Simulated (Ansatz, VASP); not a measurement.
# Two plane-wave programs on SiW6

```
W Si
1.0
     4.46825    0.00000    0.00000
    -2.23413    3.86962    0.00000
     0.00000    0.00000   21.62591
W Si
6 1
Direct
  0.66667 0.33333 0.18496
  0.33333 0.66667 0.22714
  0.00000 0.00000 0.26931
  0.66667 0.33333 0.30851
  0.33333 0.66667 0.34830
  0.00000 0.00000 0.38500
  0.66667 0.33333 0.50060
```

Alike in both runs: task single point; functional PBE; dispersion D3(BJ); k mesh 6 × 6 × 1; occupations gaussian, width 0.1 eV; no spin polarisation.

|  | VASP | Ansatz |
| --- | --- | --- |
| version | VASP 6.6.1 | Ansatz 0.2.0 |
| potentials or method | VASP PAW PBE potentials, release 64 (W_sv, Si), cutoff 520 eV | scalar-relativistic, plane waves, PAW |
| valence electrons in the cell | 88 | 88 |

```csv
,VASP,Ansatz,Ansatz less VASP
gap on the k mesh at the Fermi level (eV),0.05,0.05,-0.001
least direct gap on the mesh (eV),0.11,0.10,-0.002
rms of the force components (eV/Å),0.818,0.810,-0.0086
```

Atom by atom the forces differ by 0.021 eV/Å (rms over components). Ansatz's warnings: dispersion switch in reach, vacuum below fermi.

Spin-orbit coupling is off throughout.
